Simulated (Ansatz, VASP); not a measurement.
# Ti3H in VASP and in Ansatz

```
Ti H
1.0
     4.60398    0.00000    0.00000
    -2.30199    3.98716    0.00000
     0.00000    0.00000   22.49699
Ti H
6 2
Cartesian
  2.3020 1.3291 4.0000
  0.0000 2.6581 4.9398
  0.0000 0.0000 5.8796
  2.3020 1.3291 6.7054
  0.0000 2.6581 7.4344
  0.0000 0.0000 8.4970
  -0.6474 3.0319 10.5470
  0.6474 2.2844 10.5470
```

Alike in both runs: task single point; functional PBE; k mesh 6 × 6 × 1; occupations gaussian, width 0.1 eV; no spin polarisation.

|  | VASP | Ansatz |
| --- | --- | --- |
| version | VASP 6.6.1 | Ansatz 0.2.0 |
| potentials or method | VASP PAW PBE potentials, release 64 (Ti_sv, H), cutoff 520 eV | scalar-relativistic, plane waves, PAW |
| valence electrons in the cell | 74 | 74 |

|  | VASP | Ansatz | Ansatz less VASP |
| --- | --- | --- | --- |
| gap on the k mesh at the Fermi level (eV) | none | none | - |
| rms of the force components (eV/Å) | 0.672 | 0.671 | -0.0013 |
| work function, face that differs most (eV) | 3.46 | 3.46 | +0.001 |

Atom by atom the forces differ by 0.005 eV/Å (rms over components). A gap of «none» marks a metal or a gap that the smearing closes.
